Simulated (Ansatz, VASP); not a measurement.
## Two plane-wave programs on TiAl16N16

```xyz
33
Lattice="6.2595 0.0000 0.0000 -3.1298 5.4209 0.0000 0.0000 0.0000 10.0348" Properties=species:S:1:pos:R:3 pbc="T T T"
Al    1.6794    0.9704    2.6272
Al    0.0101    1.7746    4.9803
Al    1.5555    0.8946    7.5267
Al    0.0740    2.0588    9.9361
Al    0.0227    3.6255    2.3546
Al   -1.5870    4.5383    4.9764
Al   -0.0330    3.5942    7.1536
Al   -1.3164    4.4521    9.9424
Al    4.6918    0.8984    2.6056
Al    3.1565    1.8176    5.1067
Al    4.7148    0.8769    7.5743
Al    3.1181    1.7991   10.1280
Al    3.1239    3.6004    2.6075
Al    1.5811    4.5231    5.0067
Al    3.1200    3.6387    7.5724
Al    1.2534    4.3298    9.9653
N     1.6178    0.9325    4.4894
N     0.0435    1.7645    1.9476
N     1.5420    0.8906    9.5645
N     0.0005    1.7323    6.8740
N    -0.0050    3.6088    4.4825
N    -1.5873    4.5740    1.9559
N    -0.1137    3.5554    8.9413
N    -1.6301    4.5521    6.8688
N     4.6853    0.9037    4.4861
N     3.2150    1.8463    2.0142
N     4.7190    0.8334    9.5893
N     3.1470    1.8122    7.0723
N     3.1269    3.5973    4.4861
N     1.5776    4.5179    1.9233
N     3.0813    3.6639    9.5903
N     1.5807    4.5228    6.9104
Ti   -0.0015   -0.0006    0.9530
```

Alike in both runs: functional PBE; k mesh 1 × 1 × 1; occupations fermi-dirac, width 0.01 eV; no spin polarisation.

Ansatz relaxed the structure, and its values are those at the end. VASP's run is a single point on that final structure, the one shown.

```csv
,VASP,Ansatz
version,VASP 6.6.1,Ansatz 0.2.0
potentials or method,"VASP PAW PBE potentials, release 64 (Al, N, Ti_sv), cutoff 520 eV",plane-wave PAW DFT
valence electrons in the cell,140,140
```

|  | VASP | Ansatz | Ansatz less VASP |
| --- | --- | --- | --- |
| rms of the force components (eV/Å) | 0.009 | 0.005 | -0.0034 |
